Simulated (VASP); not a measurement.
Input of a VASP 6.6.1 run:

INCAR

```
SYSTEM = Cu
PREC = Accurate
ENCUT = 520
EDIFF = 1E-6
ISMEAR = -1
SIGMA = 0.15
LREAL = .False.
LASPH = .True.
NELM = 100
ALGO = Normal
ISIF = 2
LWAVE = .False.
LCHARG = .False.
GGA = PS
NBANDS = 18
```

KPOINTS

```
regular mesh
0
Gamma
  12 12 6
  0 0 0
```

File POSCAR:

```
Cu
1.0
    2.4948224121      0.0000000000      0.0000000000
   -1.2474112061      2.1605795868      0.0000000000
    0.0000000000      0.0000000000      4.0884250669
Cu
2
Direct
    0.3333333333      0.6666666667      0.2500000000
    0.6666666667      0.3333333333      0.7500000000
```

Potentials or basis: VASP PAW PBE potentials, release 64 (Cu).

Command:

```bash
$ cat potpaw_PBE.64/Cu/POTCAR > POTCAR
$ mpirun -np 1 vasp_std > vasp.out
```

Problem. Estimate the pressure.

Solution. 5.7 GPa.

Problem. Predict the band gap on the k mesh.

Solution. Zero (bands 11 and 12 overlap by 6.26 eV).

Caveat: the cell stands under pressure; the PAW data sets were made with another functional, which shifts forces and pressure a little.
